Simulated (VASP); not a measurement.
Rb3H:

```
Rb H
1.0
     5.01683    0.00000    0.00000
     0.00000    5.01683    0.00000
     0.00000    0.00000    5.01683
Rb H
3 1
Direct
  0.00000 0.50000 0.50000
  0.50000 0.00000 0.50000
  0.50000 0.50000 0.00000
  0.00000 0.00000 0.00000
```

| Property | Result |
| --- | --- |
| Program | VASP 6.6.1 |
| Task | relaxation of cell and atoms |
| Functional | PBE |
| Potentials or basis | VASP PAW PBE potentials, release 64 (Rb_sv, H) |
| Cutoff | 600 eV |
| k mesh | 4 × 4 × 4 |
| Occupations | gaussian, width 0.1 eV |
| Spin | no spin polarisation |

At the start: pressure 6.6 GPa; volume 31.57 Å³/atom.

Task: How do energy, volume and symmetry change on relaxing?

Result: Over 5 steps the energy falls by 383.1 meV/atom and the volume is 59.87 Å³/atom (+89.7 %); space group Pm-3m (No. 221, to 0.1 Å) before and after.

Step by step:
```
step  energy change (eV)  largest force (eV/Å)  pressure (GPa)  volume (Å³)
   1              0.0000                0.0000            6.63       126.27
   2             -0.8151                0.0000            3.73       151.68
   3             -1.4979                0.0000            0.49       215.15
   4             -1.5287                0.0000            0.14       231.65
   5             -1.5322                0.0000            0.01       239.50
```

Final structure:
```xyz
4
Lattice="6.2101 0.0000 0.0000 0.0000 6.2101 0.0000 0.0000 0.0000 6.2101" Properties=species:S:1:pos:R:3 pbc="T T T"
Rb    0.0000    3.1051    3.1051
Rb    3.1051    0.0000    3.1051
Rb    3.1051    3.1051    0.0000
H     0.0000    0.0000    0.0000
```

Caveat: the volume moved by over 15 % at a fixed basis, so the end points are rough.
